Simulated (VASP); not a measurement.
# BeS in VASP: further runs

Aim: see how the results for BeS move with the level of theory and the settings. Levels: r2SCAN, HSE06. Tasks: single point.

All numbers are computed with VASP 6.6.1; they aren't measurements. Logs are shortened: lines on timing, memory, paths and dates and some standing lists are left out, and cuts for length are marked.

### Step 1. The cell of the first run

It takes space group R-3m (No. 166, trigonal). The conventional cell has a = 3.277 Å, b = 3.277 Å, c = 8.449 Å, α = 90.00°, β = 90.00°, γ = 120.00°. Within 3.1 Å of Be (site symmetry -3m) lie 6 S at 2.36 Å. S (site symmetry -3m) has 6 Be at 2.36 Å within 3.1 Å.

### Step 2. Single point, r2SCAN (strain along [111] +5.2%)

Input file POSCAR:

```
BeS
1.0
    0.0811054019      2.3984025988      2.3984025988
    2.3984025988      0.0811054019      2.3984025988
    2.3984025988      2.3984025988      0.0811054019
Be S
1 1
Direct
    0.0000000000      0.0000000000      0.0000000000
    0.5000000000      0.5000000000      0.5000000000
```

Input file INCAR.step1:

```
PREC     = Accurate       # precision mode
ENCUT    = 520            # plane-wave cutoff, eV
ISMEAR   = 0              # smearing method
SIGMA    = 0.01           # smearing width, eV
LREAL    = False          # projectors in reciprocal space
LASPH    = True           # aspherical terms in the spheres
NELM     = 80             # most SCF steps
NBANDS   = 11             # bands
GGA      = PE             # functional
ALGO     = Normal         # electronic algorithm
EDIFF    = 1E-4           # SCF threshold, eV
LWAVE    = True           # write WAVECAR
LCHARG   = False          # write CHGCAR
```

Input file INCAR.step2:

```
PREC     = Accurate       # precision mode
ENCUT    = 520            # plane-wave cutoff, eV
EDIFF    = 1E-7           # SCF threshold, eV
ISMEAR   = 0              # smearing method
SIGMA    = 0.01           # smearing width, eV
LREAL    = False          # projectors in reciprocal space
LASPH    = True           # aspherical terms in the spheres
NELM     = 80             # most SCF steps
ALGO     = Normal         # electronic algorithm
ISIF     = 2              # what is computed and relaxed
LWAVE    = False          # write WAVECAR
LCHARG   = False          # write CHGCAR
METAGGA  = R2SCAN         # meta-GGA
LMIXTAU  = True         
NBANDS   = 11             # bands
ISTART   = 1
```

Input file KPOINTS:

```
regular mesh
0
Gamma
  10 10 10
```

Potentials or basis: VASP PAW PBE potentials, release 64 (Be, S).

Run with:

```sh
$ cat potpaw_PBE.64/Be/POTCAR potpaw_PBE.64/S/POTCAR > POTCAR
$ cp INCAR.step1 INCAR
$ mpirun -np 1 vasp_std > vasp.out
$ cp INCAR.step2 INCAR
$ mpirun -np 1 vasp_std > vasp.out
```

OUTCAR:

```text
PREC = Accurate
   ENCUT = 520
   EDIFF = 1E-7
   ISMEAR = 0
   LREAL = False
   LASPH = True
   NELM = 80
   ISIF = 2
   METAGGA = R2SCAN
   ISTART = 1

 ion  position               nearest neighbor table
   1  0.000  0.000  0.000-   2 2.36   2 2.36   2 2.36   2 2.36   2 2.36   2 2.36
   2  0.500  0.500  0.500-   1 2.36   1 2.36   1 2.36   1 2.36   1 2.36   1 2.36

  LATTYP: Found a trigonal (rhomboedric) cell.
 ALAT       =     3.3928230337
 COS(alpha) =     0.5335113765

  Lattice vectors:

 A1 = (   0.0811054019,   2.3984025988,   2.3984025988)
 A2 = (   2.3984025988,   0.0811054019,   2.3984025988)
 A3 = (   2.3984025988,   2.3984025988,   0.0811054019)

Analysis of symmetry for initial positions (statically):
=====================================================================
 Subroutine PRICEL returns:
 Original cell was already a primitive cell.

 Routine SETGRP: Setting up the symmetry group for a
 trigonal (rhombohedral) supercell.

 Subroutine GETGRP returns: Found 12 space group operations
 (whereof 12 operations were pure point group operations)
 out of a pool of 12 trial point group operations.

The static configuration has the point symmetry D_3d.

Analysis of symmetry for dynamics (positions and initial velocities):
=====================================================================
 Subroutine PRICEL returns:
 Original cell was already a primitive cell.

 Routine SETGRP: Setting up the symmetry group for a
 trigonal (rhombohedral) supercell.

 Subroutine GETGRP returns: Found 12 space group operations
 (whereof 12 operations were pure point group operations)
 out of a pool of 12 trial point group operations.

The dynamic configuration has the point symmetry D_3d.

 Subroutine INISYM returns: Found 12 space group operations
 (whereof 12 operations are pure point group operations),
 and found     1 'primitive' translations

----------------------------------------------------------------------------------------

                                     Primitive cell

  volume of cell :      26.1937

  direct lattice vectors                    reciprocal lattice vectors
     0.081105402  2.398402599  2.398402599    -0.219356214  0.212181010  0.212181010
     2.398402599  0.081105402  2.398402599     0.212181010 -0.219356214  0.212181010
     2.398402599  2.398402599  0.081105402     0.212181010  0.212181010 -0.219356214

  length of vectors
     3.392823034  3.392823034  3.392823034     0.371697069  0.371697069  0.371697069

  position of ions in fractional coordinates (direct lattice)
     0.000000000  0.000000000  0.000000000
     0.500000000  0.500000000  0.500000000

  ion indices of the primitive-cell ions
   primitive index   ion index
                 1           1
                 2           2

----------------------------------------------------------------------------------------

 KPOINTS: regular mesh

Automatic generation of k-mesh.
 Grid dimensions read from file:
 generate k-points for:   10   10   10

 Generating k-lattice:

  Cartesian coordinates                     Fractional coordinates (reciprocal lattice)
    -0.021935621  0.021218101  0.021218101     0.100000000  0.000000000 -0.000000000
     0.021218101 -0.021935621  0.021218101     0.000000000  0.100000000 -0.000000000
     0.021218101  0.021218101 -0.021935621     0.000000000  0.000000000  0.100000000

  Length of vectors
     0.037169707  0.037169707  0.037169707

  Shift w.r.t. Gamma in fractional coordinates (k-lattice)
     0.000000000  0.000000000  0.000000000

 Subroutine IBZKPT returns following result:
 ===========================================

 Found    116 irreducible k-points:

 Following reciprocal coordinates:
            Coordinates               Weight
  0.000000  0.000000  0.000000      1.000000
  0.100000  0.000000  0.000000      6.000000
  0.200000  0.000000  0.000000      6.000000
  0.300000  0.000000 -0.000000      6.000000
  0.400000  0.000000  0.000000      6.000000
  0.500000 -0.000000  0.000000      3.000000
[... 16 lines left out ...]
  0.300000  0.300000 -0.000000      6.000000
  0.400000  0.300000  0.000000     12.000000
 [... further k-points ...]
   k-points           NKPTS =    116   k-points in BZ     NKDIM =    116   number of bands    NBANDS=     11
   number of dos      NEDOS =    301   number of ions     NIONS =      2
   total plane-waves  NPLWV =  21952
   dimension x,y,z NGX =    28 NGY =   28 NGZ =   28
   dimension x,y,z NGXF=    56 NGYF=   56 NGZF=   56
   ions per type =               1   1
   NGX,Y,Z   is equivalent  to a cutoff of  13.72, 13.72, 13.72 a.u.
   NGXF,Y,Z  is equivalent  to a cutoff of  27.44, 27.44, 27.44 a.u.
 SYSTEM =  unknown system
   PREC   = accura    normal or accurate (medium, high low for compatibility)
   ISTART =      1    job   : 0-new  1-cont  2-samecut
   ICHARG =      0    charge: 1-file 2-atom 10-const
   ISPIN  =      1    spin polarized calculation?
[... 65 lines left out ...]
      3       5.8414      2.00000
      4       5.8414      2.00000
      5      11.2828      0.00000
      6      14.7485      0.00000
      7      15.6399      0.00000
      8      15.6399      0.00000
      9      16.1688      0.00000
     10      16.1688      0.00000
     11      16.3289      0.00000

 k-point     2 :       0.1000    0.0000    0.0000
  band No.  band energies     occupation
      1      -9.3200      2.00000
      2       4.7347      2.00000
      3       5.2147      2.00000
      4       5.7786      2.00000
      5      11.6654      0.00000
      6      14.5582      0.00000
      7      14.7062      0.00000
      8      15.0282      0.00000
      9      15.4793      0.00000
     10      16.1730      0.00000
     11      16.6707      0.00000

 k-point     3 :       0.2000    0.0000    0.0000
  band No.  band energies     occupation
      1      -8.8847      2.00000
      2       2.9675      2.00000
      3       5.0556      2.00000
      4       5.6369      2.00000
      5      11.6114      0.00000
      6      12.8527      0.00000
      7      13.0004      0.00000
      8      15.2772      0.00000
      9      16.5356      0.00000
     10      17.2102      0.00000
     11      17.3429      0.00000

 k-point     4 :       0.3000    0.0000   -0.0000
  band No.  band energies     occupation
      1      -8.2306      2.00000
      2       1.0233      2.00000
      3       5.0280      2.00000
      4       5.5019      2.00000
      5      10.8882      0.00000
      6      11.5071      0.00000
      7      11.6538      0.00000
      8      16.0569      0.00000
      9      17.7167      0.00000
     10      18.8387      0.00000
     11      19.1387      0.00000

 k-point     5 :       0.4000    0.0000    0.0000
  band No.  band energies     occupation
      1      -7.5370      2.00000
      2      -0.5222      2.00000
      3       5.0510      2.00000
      4       5.4228      2.00000
      5      10.1443      0.00000
      6      10.7953      0.00000
      7      10.8036      0.00000
      8      16.3229      0.00000
      9      19.5358      0.00000
     10      21.0539      0.00000
     11      21.2831      0.00000
[... 211 lines left out ...]
 k-point    21 :      -0.3000    0.2000    0.0000
  band No.  band energies     occupation
      1      -7.3189      2.00000
      2       0.2914      2.00000
      3       2.4654      2.00000
      4       4.9548      2.00000
      5      10.0717      0.00000
      6      11.0390      0.00000
      7      13.9333      0.00000
      8      16.1694      0.00000
      9      18.6237      0.00000
     10      19.2782      0.00000
     11      22.6463      0.00000

 k-point    22 :      -0.2000    0.2000    0.0000
  band No.  band energies     occupation
      1      -7.9838      2.00000
      2       1.4898      2.00000
      3       2.9995      2.00000
      4       5.4832      2.00000
      5      10.8937      0.00000
      6      10.9420      0.00000
      7      14.1293      0.00000
      8      14.7612      0.00000
      9      17.2271      0.00000
     10      18.5531      0.00000
     11      22.6581      0.00000

 k-point    23 :       0.3000    0.3000   -0.0000
  band No.  band energies     occupation
      1      -7.8230      2.00000
      2       1.7727      2.00000
      3       3.2530      2.00000
      4       3.8550      2.00000
      5       8.5376      0.00000
      6      11.9441      0.00000
      7      16.2596      0.00000
      8      16.7160      0.00000
      9      17.0523      0.00000
     10      20.2294      0.00000
     11      22.1247      0.00000

 k-point    24 :       0.4000    0.3000    0.0000
  band No.  band energies     occupation
      1      -7.2614      2.00000
      2       0.7924      2.00000
      3       3.0360      2.00000
      4       3.1764      2.00000
      5       8.1653      0.00000
      6      12.1172      0.00000
      7      16.0008      0.00000
      8      16.6960      0.00000
      9      18.0753      0.00000
     10      21.9461      0.00000
     11      23.2489      0.00000

 [... further k-points ...]

------------------------ aborting loop because EDIFF is reached ----------------------------------------

  FORCE on cell =-STRESS in cart. coord.  units (eV):
  Direction    XX          YY          ZZ          XY          YZ          ZX
  --------------------------------------------------------------------------------------
  -------------------------------------------------------------------------------------
  Total       -0.8469741     -0.8469741     -0.8469741     -0.6566960     -0.6566960     -0.6566960
  in kB      -51.8063976    -51.8063976    -51.8063976    -40.1677652    -40.1677652    -40.1677652
  external PRESSURE =     -51.8063976 kB  Pullay stress =       0.0000000 kB

 VOLUME and BASIS-vectors are now :
 -----------------------------------------------------------------------------
  energy-cutoff  :      520.00
  volume of cell :       26.19
      direct lattice vectors                 reciprocal lattice vectors
     0.081105402  2.398402599  2.398402599    -0.219356214  0.212181010  0.212181010
     2.398402599  0.081105402  2.398402599     0.212181010 -0.219356214  0.212181010
     2.398402599  2.398402599  0.081105402     0.212181010  0.212181010 -0.219356214

 POSITION                                       TOTAL-FORCE (eV/Angst)
 -----------------------------------------------------------------------------------
      0.00000      0.00000      0.00000        -0.000000     -0.000000     -0.000000
      2.43896      2.43896      2.43896         0.000000      0.000000      0.000000
 -----------------------------------------------------------------------------------
    total drift:                                0.000000      0.000000      0.000000

  FREE ENERGIE OF THE ION-ELECTRON SYSTEM (eV)
  ---------------------------------------------------
  free  energy   TOTEN  =       -13.4961784368 eV

  energy  without entropy=      -13.4961784368  energy(sigma->0) =      -13.49617844
```

It took 3.6 min on 1 thread of Intel Xeon 8259CL, shared host; peak memory 0.18 GiB.

Results:

| Item | Value |
| --- | --- |
| Free energy | -13.4962 eV |
| Pressure | -5.2 GPa |
| Band gap on the k mesh | 1.08 eV (least direct gap 4.01 eV) |

Caveat: the cell differs from its parent crystal (strain along [111] +5.2%); the cell stands under tension; the PAW data sets were made with another functional, which shifts forces and pressure a little. A k mesh can miss the band edges.

### Step 3. Single point, HSE06 (epitaxial 111 strain -3.1%)

Input file POSCAR:

```
BeS
1.0
    0.0580901483      2.3033194024      2.3033194024
    2.3033194024      0.0580901483      2.3033194024
    2.3033194024      2.3033194024      0.0580901483
Be S
1 1
Direct
    0.0000000000      0.0000000000      0.0000000000
    0.5000000000      0.5000000000      0.5000000000
```

Input file INCAR.step1:

```
ALGO     = Normal         # electronic algorithm
EDIFF    = 1E-5           # SCF threshold, eV
ENCUT    = 520            # plane-wave cutoff, eV
GGA      = PE             # functional
ISIF     = 2              # what is computed and relaxed
ISMEAR   = 0              # smearing method
LASPH    = True           # aspherical terms in the spheres
LCHARG   = False          # write CHGCAR
LREAL    = False          # projectors in reciprocal space
LWAVE    = True           # write WAVECAR
NBANDS   = 11             # bands
NELM     = 60             # most SCF steps
PREC     = Accurate       # precision mode
SIGMA    = 0.01           # smearing width, eV
```

Input file INCAR.step2:

```
ALGO     = Normal         # electronic algorithm
EDIFF    = 1E-7           # SCF threshold, eV
ENCUT    = 520            # plane-wave cutoff, eV
GGA      = PE             # functional
HFSCREEN = 0.2079         # screening, 1/A
ISIF     = 2              # what is computed and relaxed
ISMEAR   = 0              # smearing method
ISTART   = 1            
LASPH    = True           # aspherical terms in the spheres
LCHARG   = False          # write CHGCAR
LHFCALC  = True           # exact exchange
LREAL    = False          # projectors in reciprocal space
LWAVE    = False          # write WAVECAR
NBANDS   = 11             # bands
NELM     = 60             # most SCF steps
PREC     = Accurate       # precision mode
PRECFOCK = Normal       
SIGMA    = 0.01           # smearing width, eV
```

Input file KPOINTS:

```
k-points
0
Gamma
  6 6 6
```

Potentials or basis: VASP PAW PBE potentials, release 64 (Be, S).

Run with:

```sh
$ cat potpaw_PBE.64/Be/POTCAR potpaw_PBE.64/S/POTCAR > POTCAR
$ cp INCAR.step1 INCAR
$ mpirun -np 1 vasp_std > vasp.out
$ cp INCAR.step2 INCAR
$ mpirun -np 1 vasp_std > vasp.out
```

It took 26 min on 1 thread of Intel Xeon 8259CL, shared host; peak memory 0.25 GiB.

The run converged. Its results:

| Quantity | Value |
| --- | --- |
| Free energy | -10.1374 eV |
| Pressure | 5.0 GPa |
| Band gap on the k mesh | 1.60 eV (least direct gap 4.98 eV) |

Stress tensor (GPa, compression positive):
```
 4.95 -3.43 -3.43
-3.43  4.95 -3.43
-3.43 -3.43  4.95
```

Levels at points of the mesh, in eV from the valence-band top:
```tsv
k point	band 1	band 2	band 3	band 4	band 5	band 6	band 7	band 8	band 9
(0.00, 0.00, 0.00)	-17.34	-0.94	-0.28	-0.28	6.87	9.29	10.01	10.01	11.16
(0.50, 0.00, 0.00)	-14.56	-8.53	-0.96	-0.71	4.27	4.77	5.05	11.86	16.54
(0.50, 0.50, 0.00)	-13.35	-8.10	-4.13	-3.62	1.60	4.81	13.68	13.81	15.90
(0.50, 0.50, 0.50)	-14.86	-8.74	-0.47	-0.47	5.02	5.02	5.55	12.35	16.95
```

Caveat: the cell differs from its parent crystal (epitaxial 111 strain -3.1%); the cell stands under pressure; the PAW data sets were made with another functional, which shifts forces and pressure a little.

### Step 4. Single point, HSE06 (uniaxial x strain +5.8%)

Input file POSCAR:

```
BeS
1.0
    0.0000000000      2.3172971969      2.3172971969
    2.4519321641      0.0000000000      2.3172971969
    2.4519321641      2.3172971969      0.0000000000
Be S
1 1
Direct
    0.0000000000      0.0000000000      0.0000000000
    0.5000000000      0.5000000000      0.5000000000
```

Input file INCAR.step1:

```
PREC = Accurate
ENCUT = 520
EDIFF = 1E-5
ISMEAR = 0
SIGMA = 0.01
LREAL = False
LASPH = True
NELM = 80
ALGO = Normal
ISIF = 2
LWAVE = True
GGA = PE
NBANDS = 11
```

Input file INCAR.step2:

```
PREC = Accurate
ENCUT = 520
EDIFF = 1E-7
ISMEAR = 0
SIGMA = 0.01
LREAL = False
LASPH = True
NELM = 80
ALGO = Normal
ISIF = 2
LWAVE = False
LCHARG = True
GGA = PE
LHFCALC = True
HFSCREEN = 0.2079
PRECFOCK = Normal
LELF = True
LVHAR = True
ISTART = 1
NBANDS = 11
```

Input file KPOINTS:

```
Automatic mesh
0
Gamma
  6 6 6
```

Run with:

```sh
$ cat potpaw_PBE.64/Be/POTCAR potpaw_PBE.64/S/POTCAR > POTCAR
$ cp INCAR.step1 INCAR
$ mpirun -np 1 vasp_std > vasp.out
$ cp INCAR.step2 INCAR
$ mpirun -np 1 vasp_std > vasp.out
```

Run time: 28 min. Hardware: 1 thread of Intel Xeon 8259CL, shared host; peak memory 0.26 GiB.

It converged, with:

- Free energy: -10.1152 eV
- Pressure: -6.9 GPa
- Band gap on the k mesh: 1.41 eV (least direct gap 4.41 eV)

Stress tensor (GPa, compression positive):
```
-8.95  0.00  0.00
 0.00 -5.86  0.00
 0.00  0.00 -5.86
```

Levels at points of the mesh, in eV from the valence-band top:
```
           k point  band 1  band 2  band 3  band 4  band 5  band 6  band 7  band 8
(0.00, 0.00, 0.00)  -16.25   -0.64   -0.64    0.00    5.67    9.45    9.45   10.14
(0.50, 0.00, 0.00)  -13.97   -7.63   -0.81   -0.45    4.37    5.10    5.27   11.02
(0.50, 0.50, 0.00)  -12.80   -7.06   -3.88   -2.99    1.41    5.26   11.64   13.66
(0.00, 0.50, 0.50)  -13.27   -7.06   -3.11   -3.11    2.03    5.51   13.03   13.03
```

Caveat: the cell differs from its parent crystal (uniaxial x strain +5.8%); the cell stands under tension; the PAW data sets were made with another functional, which shifts forces and pressure a little.

### Step 5. Summary

```csv
level,cell,k mesh,grid for exact exchange (PRECFOCK),share of exact exchange,screening parameter,gap on the mesh (eV),pressure (GPa)
r2SCAN,"a = 3.393 Å, angles 57.8°, 2 atoms",10 × 10 × 10,-,-,-,1.08,-5.2
HSE06,"a = 3.258 Å, angles 58.3°, 2 atoms",6 × 6 × 6,Normal,0.25,0.2079 1/Å,1.60,5.0
HSE06,"a = 3.277, b = 3.374, c = 3.374 Å, angles 58.1, 60.9, 60.9°, 2 atoms",6 × 6 × 6,Normal,0.25,0.2079 1/Å,1.41,-6.9
```

Alike in all rows: task single point; potentials or basis VASP PAW PBE potentials, release 64 (Be, S); no spin polarisation; cutoff (eV) 520; smearing gaussian 0.01 eV.

Caveats: the PAW data sets were made with another functional, which shifts forces and pressure a little; the cell stands under tension (at least some runs); the cell stands under pressure (at least some runs).

Absolute energies hang on the potentials; compare differences alone.
